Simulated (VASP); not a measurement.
# TiC (Fm-3m) in VASP: a series of runs

Runs on TiC. Level: r2SCAN. Tasks: relaxation of the atoms.

Everything below comes from runs of VASP 6.6.1. Logs are shortened: lines on timing, memory, paths and dates and some standing lists are left out, and cuts for length are marked.

## (1) The cell of the first run

Symmetry: Fm-3m, No. 225, cubic system. Conventional cell: a = 4.240 Å, b = 4.240 Å, c = 4.240 Å, α = 90.00°, β = 90.00°, γ = 90.00°. Within 2.8 Å of Ti (site symmetry m-3m) lie 6 C at 2.12 Å. C (site symmetry m-3m) has 6 Ti at 2.12 Å within 2.8 Å.

## (2) Relaxation of the atoms, r2SCAN

Input file POSCAR:

```
TiC
1.0
    0.0000000000      2.1200760500      2.1200760500
    2.1200760500      0.0000000000      2.1200760500
    2.1200760500      2.1200760500      0.0000000000
Ti C
1 1
Direct
    0.0000000000      0.0000000000      0.0000000000
    0.5000000000      0.5000000000      0.5000000000
```

Input file INCAR.step1:

```
SYSTEM = TiC
PREC = Accurate ; ENCUT = 520
ISMEAR = -1 ; SIGMA = 0.1
LREAL = .FALSE. ; LASPH = .TRUE.
NELM = 100 ; GGA = PE
ALGO = Normal ; EDIFF = 1E-4
LWAVE = .TRUE. ; LCHARG = .FALSE.
```

Input file INCAR.step2:

```
SYSTEM = TiC
PREC = Accurate ; ENCUT = 520
EDIFF = 1E-6 ; ISMEAR = -1
SIGMA = 0.1 ; LREAL = .FALSE.
LASPH = .TRUE. ; NELM = 100
ALGO = Normal ; ISIF = 2
LWAVE = .FALSE. ; LCHARG = .FALSE.
METAGGA = R2SCAN ; LMIXTAU = .TRUE.
IBRION = 2 ; NSW = 50
EDIFFG = -0.01 ; ISTART = 1
```

Input file KPOINTS:

```
Automatic mesh
0
G
  13 13 13
  0 0 0
```

Potentials or basis: VASP PAW PBE potentials, release 64 (Ti_sv, C).

Command:

```bash
$ cat potpaw_PBE.64/Ti_sv/POTCAR potpaw_PBE.64/C/POTCAR > POTCAR
$ cp INCAR.step1 INCAR
$ mpirun -np 1 vasp_std > vasp.out
$ cp INCAR.step2 INCAR
$ mpirun -np 1 vasp_std > vasp.out
```

OUTCAR:

```text
SYSTEM = TiC
   PREC = Accurate
   ENCUT = 520
   EDIFF = 1E-6
   ISMEAR = -1
   LREAL = .FALSE.
   LASPH = .TRUE.
   NELM = 100
   ISIF = 2
   METAGGA = R2SCAN
   IBRION = 2
   NSW = 50
   EDIFFG = -0.01
   ISTART = 1

 ion  position               nearest neighbor table
   1  0.000  0.000  0.000-   2 2.12   2 2.12   2 2.12   2 2.12   2 2.12   2 2.12
   2  0.500  0.500  0.500-   1 2.12   1 2.12   1 2.12   1 2.12   1 2.12   1 2.12

  LATTYP: Found a face centered cubic cell.
 ALAT       =     4.2401521000

  Lattice vectors:

 A1 = (   0.0000000000,   2.1200760500,   2.1200760500)
 A2 = (   2.1200760500,   0.0000000000,   2.1200760500)
 A3 = (   2.1200760500,   2.1200760500,   0.0000000000)

Analysis of symmetry for initial positions (statically):
=====================================================================
 Subroutine PRICEL returns:
 Original cell was already a primitive cell.

 Routine SETGRP: Setting up the symmetry group for a
 face centered cubic supercell.

 Subroutine GETGRP returns: Found 48 space group operations
 (whereof 48 operations were pure point group operations)
 out of a pool of 48 trial point group operations.

The static configuration has the point symmetry O_h .

Analysis of symmetry for dynamics (positions and initial velocities):
=====================================================================
 Subroutine PRICEL returns:
 Original cell was already a primitive cell.

 Routine SETGRP: Setting up the symmetry group for a
 face centered cubic supercell.

 Subroutine GETGRP returns: Found 48 space group operations
 (whereof 48 operations were pure point group operations)
 out of a pool of 48 trial point group operations.

The dynamic configuration has the point symmetry O_h .

 Subroutine INISYM returns: Found 48 space group operations
 (whereof 48 operations are pure point group operations),
 and found     1 'primitive' translations

----------------------------------------------------------------------------------------

                                     Primitive cell

  volume of cell :      19.0583

  direct lattice vectors                    reciprocal lattice vectors
     0.000000000  2.120076050  2.120076050    -0.235840596  0.235840596  0.235840596
     2.120076050  0.000000000  2.120076050     0.235840596 -0.235840596  0.235840596
     2.120076050  2.120076050  0.000000000     0.235840596  0.235840596 -0.235840596

  length of vectors
     2.998240303  2.998240303  2.998240303     0.408487895  0.408487895  0.408487895

  position of ions in fractional coordinates (direct lattice)
[... 91 lines left out ...]
   NUPDOWN=      -1.0000    fix difference up-down
   EMIN   =  10.00;   EMAX   =-10.00  energy-range for DOS
   EFERMI =   0.00;   METHOD = LEGACY
   ISMEAR =    -1;   SIGMA  =   0.10  broadening in eV -4-tet -1-fermi 0-gaus
   EFERMI_NEDOS =   21; number of points for ismear=-14 and -15
   IALGO  =     38    algorithm
   IMIX   =      4    mixing-type and parameters
     AMIX     =   0.40;   BMIX     =  1.00
     AMIX_MAG =   1.60;   BMIX_MAG =  1.00
  volume/ion in A,a.u.               =       9.53        64.31
  Fermi-wavevector in a.u.,A,eV,Ry     =   1.544377  2.918450 32.451269  2.385101
  Thomas-Fermi vector in A             =   2.649907
   LORBIT       =      0    0 simple, 1 ext, 2 COOP (PROOUT), +10 PAW based schemes
   METAGGA = R2SCAN    functional components
   LHFCALC =     F    Hartree Fock is set to
   AEXX    =    0.0000 exact exchange contribution
   IVDW    =     0    specifies the selected vdW correction
   LEPSILON=     F    determine dielectric tensor
   LRPA    =     F    only Hartree local field effects (RPA)
 conjugate gradient relaxation of ions
 non-spin polarized calculation
  energy-cutoff  :      520.00
  volume of cell :       19.06
 maximum number of plane-waves:       533
   NGX = 11   NGY = 11   NGZ = 11

 number of electron      16.0000002 magnetization

 Free energy of the ion-electron system (eV)
  ---------------------------------------------------
  ext. energy  EPLUGINS =         0.00000000
  ---------------------------------------------------
  free energy    TOTEN  =       -24.79937075 eV

  energy without entropy =      -24.79149245  energy(sigma->0) =      -24.79543160

 E-fermi :  10.2638     XC(G=0): -13.9644

 val. band max:       10.1458678179   @ k =   0.4615   0.4615   0.0000
 cond. band min:      10.3240808132   @ k =   0.3846   0.3077   0.0000
 fundamental gap:      0.1782129953
 Fermi energy:        10.2638108954

 k-point     1 :       0.0000    0.0000    0.0000
  band No.  band energies     occupation
      1     -48.5172      2.00000
      2     -23.4582      2.00000
      3     -23.4582      2.00000
      4     -23.4582      2.00000
      5      -3.2479      2.00000
      6      11.1517      0.00028
      7      11.1517      0.00028
      8      11.1517      0.00028
      9      12.0087      0.00000
     10      12.0087      0.00000
     11      12.0087      0.00000
     12      12.1237      0.00000
[... 331 lines left out ...]
 k-point    24 :       0.4615    0.1538    0.0000
  band No.  band energies     occupation
      1     -48.4140      2.00000
      2     -24.0204      2.00000
      3     -23.5864      2.00000
      4     -23.5541      2.00000
      5      -0.0837      2.00000
      6       4.9054      2.00000
      7       6.9984      2.00000
      8       7.5666      2.00000
      9      12.6064      0.00000
     10      13.7865      0.00000
     11      14.7616      0.00000
     12      17.5943      0.00000

 [... further k-points ...]

------------------------ aborting loop because EDIFF is reached ----------------------------------------

  FORCE on cell =-STRESS in cart. coord.  units (eV):
  Direction    XX          YY          ZZ          XY          YZ          ZX
  --------------------------------------------------------------------------------------
  -------------------------------------------------------------------------------------
  Total        2.2963449      2.2963449      2.2963449      0.0000000      0.0000000     -0.0000000
  in kB      193.0471457    193.0471457    193.0471457      0.0000000      0.0000000     -0.0000000
  external PRESSURE =     193.0471457 kB  Pullay stress =       0.0000000 kB

 VOLUME and BASIS-vectors are now :
 -----------------------------------------------------------------------------
  energy-cutoff  :      520.00
  volume of cell :       19.06
      direct lattice vectors                 reciprocal lattice vectors
     0.000000000  2.120076050  2.120076050    -0.235840596  0.235840596  0.235840596
     2.120076050  0.000000000  2.120076050     0.235840596 -0.235840596  0.235840596
     2.120076050  2.120076050  0.000000000     0.235840596  0.235840596 -0.235840596

 POSITION                                       TOTAL-FORCE (eV/Angst)
 -----------------------------------------------------------------------------------
      0.00000      0.00000      0.00000         0.000000     -0.000000      0.000000
      2.12008      2.12008      2.12008        -0.000000      0.000000     -0.000000
 -----------------------------------------------------------------------------------
    total drift:                                0.000000     -0.000000     -0.000000

  FREE ENERGIE OF THE ION-ELECTRON SYSTEM (eV)
  ---------------------------------------------------
  free  energy   TOTEN  =       -24.7993707526 eV

  energy  without entropy=      -24.7914924524  energy(sigma->0) =      -24.79543160

 reached required accuracy - stopping structural energy minimisation
```

OSZICAR.step1:

```text
N       E                     dE             d eps       ncg     rms          rms(c)
DAV:   1     0.116433803905E+03    0.11643E+03   -0.86170E+03  2016   0.162E+03
DAV:   2    -0.137655748992E+02   -0.13020E+03   -0.12387E+03  2104   0.382E+02
DAV:   3    -0.235313555490E+02   -0.97658E+01   -0.93985E+01  2632   0.979E+01
DAV:   4    -0.240536827710E+02   -0.52233E+00   -0.52162E+00  2588   0.215E+01
DAV:   5    -0.240722160682E+02   -0.18533E-01   -0.18530E-01  2732   0.355E+00    0.197E+01
DAV:   6    -0.191282004662E+02    0.49440E+01   -0.29370E+01  2336   0.709E+01    0.673E+00
DAV:   7    -0.186561201469E+02    0.47208E+00   -0.38379E+00  2300   0.264E+01    0.537E+00
DAV:   8    -0.186347225127E+02    0.21398E-01   -0.15884E-01  2144   0.570E+00    0.254E+00
DAV:   9    -0.186457945541E+02   -0.11072E-01   -0.82902E-02  2456   0.330E+00    0.882E-01
DAV:  10    -0.186425724714E+02    0.32221E-02   -0.15041E-02  2620   0.183E+00    0.474E-01
DAV:  11    -0.186419849172E+02    0.58755E-03   -0.46219E-03  2204   0.102E+00    0.119E-01
DAV:  12    -0.186418943354E+02    0.90582E-04   -0.50307E-04  2124   0.384E-01
   1 F= -.18641894E+02 E0= -.18637164E+02  d E =-.946062E-02
```

Wall time 37 s (1 thread of Intel Xeon 6975P-C (Granite Rapids), shared host); peak memory 0.16 GiB.

What came out:

```
Free energy             : -24.7994 eV
Pressure after relaxing : 19.3 GPa
Band gap on the k mesh  : zero (bands 8 and 9 overlap by 1.34 eV)
```

Final structure:
```
CELL_PARAMETERS angstrom
0.00000 2.12008 2.12008
2.12008 0.00000 2.12008
2.12008 2.12008 0.00000
ATOMIC_POSITIONS crystal
Ti 0.00000 0.00000 0.00000
C 0.50000 0.50000 0.50000
```

Levels at points of the mesh, in eV from the Fermi level:
```csv
k point,band 5,band 6,band 7,band 8,band 9,band 10,band 11,band 12
"(0.00, 0.00, 0.00)",-13.51,0.89,0.89,0.89,1.74,1.74,1.74,1.86
```

Caveat: the relaxation stopped at its first step, so nothing moved; the PAW data sets were made with another functional, which shifts forces and pressure a little.

## (3) Relaxation of the atoms, r2SCAN

This run uses another cell than the first one, of 9.73 Å³/atom.

Input file POSCAR:

```
TiC
1.0
    0.0000000000      2.1350066600      2.1350066600
    2.1350066600      0.0000000000      2.1350066600
    2.1350066600      2.1350066600      0.0000000000
Ti C
1 1
Direct
    0.0000000000      0.0000000000      0.0000000000
    0.5000000000      0.5000000000      0.5000000000
```

Input file INCAR.step1:

```
SYSTEM = TiC
ALGO = Normal
EDIFF = 1E-4
ENCUT = 520
GGA = PE
ISMEAR = -1
LASPH = .TRUE.
LCHARG = .FALSE.
LREAL = .FALSE.
LWAVE = .TRUE.
NELM = 80
PREC = Accurate
SIGMA = 0.1
```

Input file INCAR.step2:

```
SYSTEM = TiC
ALGO = Normal
EDIFF = 1E-6
EDIFFG = -0.01
ENCUT = 520
IBRION = 2
ISIF = 2
ISMEAR = -1
ISTART = 1
LASPH = .TRUE.
LCHARG = .FALSE.
LMIXTAU = .TRUE.
LREAL = .FALSE.
LWAVE = .FALSE.
METAGGA = R2SCAN
NELM = 80
NSW = 50
PREC = Accurate
SIGMA = 0.1
```

Input file KPOINTS:

```
k-points
0
G
  13 13 13
  0 0 0
```

Potentials or basis: VASP PAW PBE potentials, release 64 (Ti_sv, C).

Command:

```bash
$ cat potpaw_PBE.64/Ti_sv/POTCAR potpaw_PBE.64/C/POTCAR > POTCAR
$ cp INCAR.step1 INCAR
$ mpirun -np 1 vasp_std > vasp.out
$ cp INCAR.step2 INCAR
$ mpirun -np 1 vasp_std > vasp.out
```

Wall time 42 s (1 thread of Intel Xeon 6975P-C (Granite Rapids), shared host); peak memory 0.15 GiB.

The run converged. Its results:

```yaml
Free_energy: -24.8399 eV
Pressure_after_relaxing: 12.5 GPa
Band_gap_on_the_k_mesh: zero (bands 8 and 9 overlap by 1.34 eV)
```

Final structure:
```yaml
crystal:
  lattice:
    - [0.00000, 2.13501, 2.13501]
    - [2.13501, 0.00000, 2.13501]
    - [2.13501, 2.13501, 0.00000]
  atoms:
    - { symbol: Ti, position: [0.00000, 0.00000, 0.00000] }
    - { symbol: C, position: [0.50000, 0.50000, 0.50000] }
```

Levels at points of the mesh, in eV from the Fermi level:
| k point | band 6 | band 7 | band 8 | band 9 | band 10 | band 11 |
| --- | --- | --- | --- | --- | --- | --- |
| (0.00, 0.00, 0.00) | 0.88 | 0.88 | 0.88 | 1.72 | 1.72 | 1.72 |

Caveat: the relaxation stopped at its first step, so nothing moved; the PAW data sets were made with another functional, which shifts forces and pressure a little.

The gap in the log of VASP goes by the Fermi energy; the results here count the filled bands.